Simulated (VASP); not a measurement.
# MgO (P6_3mc) in VASP: a series of runs, part 3 of 3

VASP 6.6.1. The steps go on from the part before.

### Step 5. Single point, PBEsol (c/a of the conventional cell at fixed volume 1.5194)

INCAR

```
ALGO = Normal
EDIFF = 1E-6
ENCUT = 520
GGA = PS
ISIF = 2
ISMEAR = 0
LASPH = T
LCHARG = F
LREAL = F
LWAVE = F
NBANDS = 16
NELM = 60
PREC = Accurate
SIGMA = 0.05
```

KPOINTS

```
k-points
0
Gamma
  9 9 6
```

POSCAR

```
MgO
1.0
    3.3034678116      0.0000000000      0.0000000000
   -1.6517339058      2.8608870454      0.0000000000
    0.0000000000      0.0000000000      5.0193879762
Mg O
2 2
Direct
    0.3333333333      0.6666666667     -0.0081359286
    0.6666666667      0.3333333333      0.4918640714
    0.3333333333      0.6666666667      0.4009416620
    0.6666666667      0.3333333333      0.9009416620
```

Potentials or basis: VASP PAW PBE potentials, release 64 (Mg, O).

Run with:

```bash
$ cat potpaw_PBE.64/Mg/POTCAR potpaw_PBE.64/O/POTCAR > POTCAR
$ mpirun -np 1 vasp_std > vasp.out
```

OUTCAR:

```text
EDIFF = 1E-6
   ENCUT = 520
   GGA = PS
   ISIF = 2
   ISMEAR = 0
   LASPH = T
   LREAL = F
   NELM = 60
   PREC = Accurate

 ion  position               nearest neighbor table
   1  0.333  0.667  0.992-   4 1.96   4 1.96   4 1.96   3 2.05   2 3.15   2 3.15   2 3.15   2 3.15
                             2 3.15   2 3.15
   2  0.667  0.333  0.492-   3 1.96   3 1.96   3 1.96   4 2.05   1 3.15   1 3.15   1 3.15   1 3.15
                             1 3.15   1 3.15
   3  0.333  0.667  0.401-   2 1.96   2 1.96   2 1.96   1 2.05
   4  0.667  0.333  0.901-   1 1.96   1 1.96   1 1.96   2 2.05

  LATTYP: Found a hexagonal cell.
 ALAT       =     3.3034678116
 C/A-ratio  =     1.5194299634

  Lattice vectors:

 A1 = (   3.3034678116,   0.0000000000,   0.0000000000)
 A2 = (  -1.6517339058,   2.8608870454,   0.0000000000)
 A3 = (   0.0000000000,   0.0000000000,   5.0193879762)

Analysis of symmetry for initial positions (statically):
=====================================================================
 Subroutine PRICEL returns:
 Original cell was already a primitive cell.

 Routine SETGRP: Setting up the symmetry group for a
 hexagonal supercell.

 Subroutine GETGRP returns: Found 12 space group operations
 (whereof  6 operations were pure point group operations)
 out of a pool of 24 trial point group operations.

The static configuration has the point symmetry C_3v.
 The point group associated with its full space group is C_6v.

Analysis of symmetry for dynamics (positions and initial velocities):
=====================================================================
 Subroutine PRICEL returns:
 Original cell was already a primitive cell.

 Routine SETGRP: Setting up the symmetry group for a
 hexagonal supercell.

 Subroutine GETGRP returns: Found 12 space group operations
 (whereof  6 operations were pure point group operations)
 out of a pool of 24 trial point group operations.

The dynamic configuration has the point symmetry C_3v.
 The point group associated with its full space group is C_6v.

 Subroutine INISYM returns: Found 12 space group operations
 (whereof  6 operations are pure point group operations),
 and found     1 'primitive' translations

----------------------------------------------------------------------------------------

                                     Primitive cell

  volume of cell :      47.4375

  direct lattice vectors                    reciprocal lattice vectors
     3.303467812  0.000000000  0.000000000     0.302712197  0.174770969  0.000000000
    -1.651733906  2.860887045  0.000000000     0.000000000  0.349541937  0.000000000
     0.000000000  0.000000000  5.019387976     0.000000000  0.000000000  0.199227476

  length of vectors
     3.303467812  3.303467812  5.019387976     0.349541937  0.349541937  0.199227476

  position of ions in fractional coordinates (direct lattice)
     0.333333333  0.666666667  0.991864071
     0.666666667  0.333333333  0.491864071
     0.333333333  0.666666667  0.400941662
     0.666666667  0.333333333  0.900941662

  ion indices of the primitive-cell ions
   primitive index   ion index
                 1           1
                 2           2
                 3           3
                 4           4

----------------------------------------------------------------------------------------

 KPOINTS: k-points

Automatic generation of k-mesh.
 Grid dimensions read from file:
 generate k-points for:    9    9    6

 Generating k-lattice:

  Cartesian coordinates                     Fractional coordinates (reciprocal lattice)
     0.033634689  0.019418997  0.000000000     0.111111111 -0.000000000  0.000000000
     0.000000000  0.038837993  0.000000000     0.000000000  0.111111111  0.000000000
     0.000000000  0.000000000  0.033204579     0.000000000  0.000000000  0.166666667

  Length of vectors
     0.038837993  0.038837993  0.033204579

  Shift w.r.t. Gamma in fractional coordinates (k-lattice)
     0.000000000  0.000000000  0.000000000

 Subroutine IBZKPT returns following result:
 ===========================================

 Found     48 irreducible k-points:

 Following reciprocal coordinates:
            Coordinates               Weight
  0.000000  0.000000  0.000000      1.000000
  0.111111  0.000000  0.000000      6.000000
  0.222222  0.000000  0.000000      6.000000
  0.333333  0.000000  0.000000      6.000000
  0.444444  0.000000  0.000000      6.000000
  0.111111  0.111111  0.000000      6.000000
[... 16 lines left out ...]
  0.333333  0.222222  0.166667     24.000000
  0.333333  0.333333  0.166667      4.000000
 [... further k-points ...]
   k-points           NKPTS =     48   k-points in BZ     NKDIM =     48   number of bands    NBANDS=     16
   number of dos      NEDOS =    301   number of ions     NIONS =      4
   total plane-waves  NPLWV =  31360
   dimension x,y,z NGX =    28 NGY =   28 NGZ =   40
   dimension x,y,z NGXF=    56 NGYF=   56 NGZF=   80
   ions per type =               2   2
   NGX,Y,Z   is equivalent  to a cutoff of  14.09, 14.09, 13.25 a.u.
   NGXF,Y,Z  is equivalent  to a cutoff of  28.18, 28.18, 26.50 a.u.
 SYSTEM =  unknown system
   PREC   = accura    normal or accurate (medium, high low for compatibility)
   ISTART =      0    job   : 0-new  1-cont  2-samecut
   ICHARG =      2    charge: 1-file 2-atom 10-const
   ISPIN  =      1    spin polarized calculation?
   LNONCOLLINEAR =      F non collinear calculations
   LSORBIT =      F    spin-orbit coupling
   LASPH  =      T    aspherical Exc in radial PAW
   ENCUT  =  520.0 eV  38.22 Ry    6.18 a.u.   6.14  6.14  9.33*2*pi/ulx,y,z
   NELM   =     60;   NELMIN=  2; NELMDL= -5     # of ELM steps
   EDIFF  = 0.1E-05   stopping-criterion for ELM
   LREAL  =      F    real-space projection
   EDIFFG = 0.1E-04   stopping-criterion for IOM
   NSW    =      0    number of steps for IOM
   IBRION =     -1    ionic relax: 0-MD 1-quasi-New 2-CG
   NFREE  =      0    steps in history (QN), initial steepest desc. (CG)
   ISIF   =      2    stress and relaxation
   ISYM   =      2    0-nonsym 1-usesym 2-fastsym
   POTIM  = 0.5000    time-step for ionic-motion
   TEBEG  =    0.0;   TEEND  =   0.0 temperature during run
   PSTRESS=    0.0 pullay stress
   NELECT =      16.0000    total number of electrons
   NUPDOWN=      -1.0000    fix difference up-down
   EMIN   =  10.00;   EMAX   =-10.00  energy-range for DOS
   EFERMI =   0.00;   METHOD = LEGACY
   ISMEAR =     0;   SIGMA  =   0.05  broadening in eV -4-tet -1-fermi 0-gaus
   EFERMI_NEDOS =   21; number of points for ismear=-14 and -15
   IALGO  =     38    algorithm
   IMIX   =      4    mixing-type and parameters
     AMIX     =   0.40;   BMIX     =  1.00
     AMIX_MAG =   1.60;   BMIX_MAG =  1.00
  volume/ion in A,a.u.               =      11.86        80.03
  Fermi-wavevector in a.u.,A,eV,Ry     =   1.139570  2.153475 17.668792  1.298620
  Thomas-Fermi vector in A             =   2.276273
   LORBIT       =      0    0 simple, 1 ext, 2 COOP (PROOUT), +10 PAW based schemes
   GGA     = PS    functional components
   LHFCALC =     F    Hartree Fock is set to
   AEXX    =    0.0000 exact exchange contribution
   IVDW    =     0    specifies the selected vdW correction
   LEPSILON=     F    determine dielectric tensor
   LRPA    =     F    only Hartree local field effects (RPA)
 non-spin polarized calculation
 Gauss-broadening in eV      SIGMA  =   0.05
  energy-cutoff  :      520.00
  volume of cell :       47.44
 maximum number of plane-waves:      1296
 NGX is ok and might be reduce to    28
   NGX = 13   NGY = 13   NGZ = 19

 number of electron      15.9999997 magnetization

 Free energy of the ion-electron system (eV)
  ---------------------------------------------------
  ext. energy  EPLUGINS =         0.00000000
  ---------------------------------------------------
  free energy    TOTEN  =       -24.52974172 eV

  energy without entropy =      -24.52974172  energy(sigma->0) =      -24.52974172

 E-fermi :   1.2803     XC(G=0):  -9.9604

 val. band max:        1.0575798349   @ k =   0.0000   0.0000   0.0000
 cond. band min:       4.3238783990   @ k =   0.0000   0.0000   0.0000
 fundamental gap:      3.2662985642
 Fermi energy:         1.2803431712

 k-point     1 :       0.0000    0.0000    0.0000
  band No.  band energies     occupation
      1     -15.1736      2.00000
      2     -14.3653      2.00000
      3      -2.3238      2.00000
      4       0.2032      2.00000
      5       0.2032      2.00000
      6       0.5415      2.00000
[... 433 lines left out ...]
      3      -1.7321      2.00000
      4      -1.2165      2.00000
      5      -1.2165      2.00000
      6      -0.4509      2.00000
[... 8 lines left out ...]
     15      14.1868      0.00000
     16      18.2423      0.00000

 [... further k-points ...]
[... 5 lines left out ...]
  --------------------------------------------------------------------------------------
  -------------------------------------------------------------------------------------
  Total        0.4050534      0.4050534     -1.2088672      0.0000000      0.0000000      0.0000000
  in kB       13.6804798     13.6804798    -40.8288929      0.0000000      0.0000000      0.0000000
  external PRESSURE =      -4.4893111 kB  Pullay stress =       0.0000000 kB

 VOLUME and BASIS-vectors are now :
 -----------------------------------------------------------------------------
  energy-cutoff  :      520.00
  volume of cell :       47.44
      direct lattice vectors                 reciprocal lattice vectors
     3.303467812  0.000000000  0.000000000     0.302712197  0.174770969  0.000000000
    -1.651733906  2.860887045  0.000000000     0.000000000  0.349541937  0.000000000
     0.000000000  0.000000000  5.019387976     0.000000000  0.000000000  0.199227476

 POSITION                                       TOTAL-FORCE (eV/Angst)
 -----------------------------------------------------------------------------------
     -0.00000      1.90726      4.97855         0.000000      0.000000      0.323981
      1.65173      0.95363      2.46886        -0.000000     -0.000000      0.323981
     -0.00000      1.90726      2.01248        -0.000000     -0.000000     -0.323981
      1.65173      0.95363      4.52218        -0.000000     -0.000000     -0.323981
 -----------------------------------------------------------------------------------
    total drift:                               -0.000000      0.000000      0.000632

  FREE ENERGIE OF THE ION-ELECTRON SYSTEM (eV)
  ---------------------------------------------------
  free  energy   TOTEN  =       -24.5297417231 eV

  energy  without entropy=      -24.5297417231  energy(sigma->0) =      -24.52974172
```

It took 27 s on 1 thread of Intel Xeon Platinum 8488C (Sapphire Rapids), shared host; peak memory 0.19 GiB.

Results:

```yaml
Free_energy: -24.5297 eV
Pressure: -0.4 GPa
Largest_force: 0.324 eV/Å
Band_gap_on_the_k_mesh: 3.27 eV, direct
```

Forces in eV/Å, atoms in the order of the input:
```
Mg   0.000  0.000  0.324
Mg   0.000  0.000  0.324
O    0.000  0.000 -0.324
O    0.000  0.000 -0.324
```

Caveat: the PAW data sets were made with another functional, which shifts forces and pressure a little.

### Step 6. The runs side by side

```tsv
cell	gap on the mesh (eV)	pressure (GPa)	largest force (eV/Å)
a = 3.261, b = 3.261, c = 5.152 Å, angles 90.0, 90.0, 120.0°, 4 atoms	3.14	2.4	0.78
a = 3.240, b = 3.240, c = 5.218 Å, angles 90.0, 90.0, 120.0°, 4 atoms	3.45	0.9	0.50
a = 3.282, b = 3.282, c = 5.086 Å, angles 90.0, 90.0, 120.0°, 4 atoms	3.39	0.0	0.19
a = 3.303, b = 3.303, c = 5.019 Å, angles 90.0, 90.0, 120.0°, 4 atoms	3.27	-0.4	0.32
```

Alike in all rows: task single point; level PBEsol; potentials or basis VASP PAW PBE potentials, release 64 (Mg, O); no spin polarisation; k mesh 9 × 9 × 6; cutoff (eV) 520; smearing gaussian 0.05 eV.

Caveats: the PAW data sets were made with another functional, which shifts forces and pressure a little.

Total energies depend on the potentials used, so only differences within one code and one set of settings carry meaning.
